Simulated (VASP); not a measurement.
Wanted: the native input for a VASP 6.6.1 run.

```
Task                   : single point
Functional             : PBE
Potentials or basis    : VASP PAW PBE potentials, release 64 (Be, C_h, O_h)
Cutoff                 : 1000 eV
k mesh                 : 6 × 6 × 1
Occupations            : gaussian, width 0.1 eV
Spin                   : no spin polarisation
Dipole correction      : yes
Further INCAR settings : LREAL = Auto; ALGO = Normal; EDIFF = 1e-06; NBANDS = 36; NELMDL = -8
```

The structure of Be16CO lies in POSCAR:

```
Be16CO
1.0
    4.5254381410      0.0000000000      0.0000000000
   -2.2627190705      3.9191443934      0.0000000000
    0.0000000000      0.0000000000     23.4761687145
Be C O
16 1 1
Direct
    0.3333333333      0.1666666667      0.1703855535
    0.3333333333      0.6666666667      0.1703855535
    0.8333333333      0.1666666667      0.1703855535
    0.8333333333      0.6666666667      0.1703855535
    0.1666666667      0.3333333333      0.2463521558
    0.1666666667      0.8333333333      0.2463521558
    0.6666666667      0.3333333333      0.2463521558
    0.6666666667      0.8333333333      0.2463521558
    0.3333333333      0.1666666667      0.3241941575
    0.3333333333      0.6666666667      0.3241941575
    0.8333333333      0.1666666667      0.3241941575
    0.8333333333      0.6666666667      0.3241941575
    0.1666666667      0.3333333333      0.4036505628
    0.1666666667      0.8333333333      0.4036505628
    0.6666666667      0.3333333333      0.4036505628
    0.6666666667      0.8333333333      0.4036505628
    0.1666666667      0.3333333333      0.4828798452
    0.1666666667      0.3333333333      0.5322916557
```

One way to write it, as run:

INCAR

```
PREC     = Accurate       # precision mode
ENCUT    = 1000           # plane-wave cutoff, eV
EDIFF    = 1E-6           # SCF threshold, eV
ISMEAR   = 0              # smearing method
SIGMA    = 0.1            # smearing width, eV
LREAL    = Auto         
LASPH    = T              # aspherical terms in the spheres
NELM     = 120            # most SCF steps
ALGO     = Normal         # electronic algorithm
ISIF     = 2              # what is computed and relaxed
LWAVE    = F              # write WAVECAR
LCHARG   = F              # write CHGCAR
LDIPOL   = T            
IDIPOL   = 3            
DIPOL    = 0.5 0.5 0.311
GGA      = PE             # functional
NBANDS   = 36             # bands
GGA_COMPAT= F            
NELMDL   = -8
```

KPOINTS

```
Automatic mesh
0
Gamma
  6 6 1
```

Potentials or basis: VASP PAW PBE potentials, release 64 (Be, C_h, O_h).

Launch:

```console
$ cat potpaw_PBE.64/Be/POTCAR potpaw_PBE.64/C_h/POTCAR potpaw_PBE.64/O_h/POTCAR > POTCAR
$ mpirun -np 1 vasp_std > vasp.out
```

Results of the run:

```
Largest force          : 2.061 eV/Å
Band gap on the k mesh : zero (bands 21 and 22 overlap by 1.31 eV)
```

It took 10 min on 1 thread of AMD EPYC 9R45 96-Core Processor (Zen 5), with other jobs on the host, peak memory 1.1 GiB.
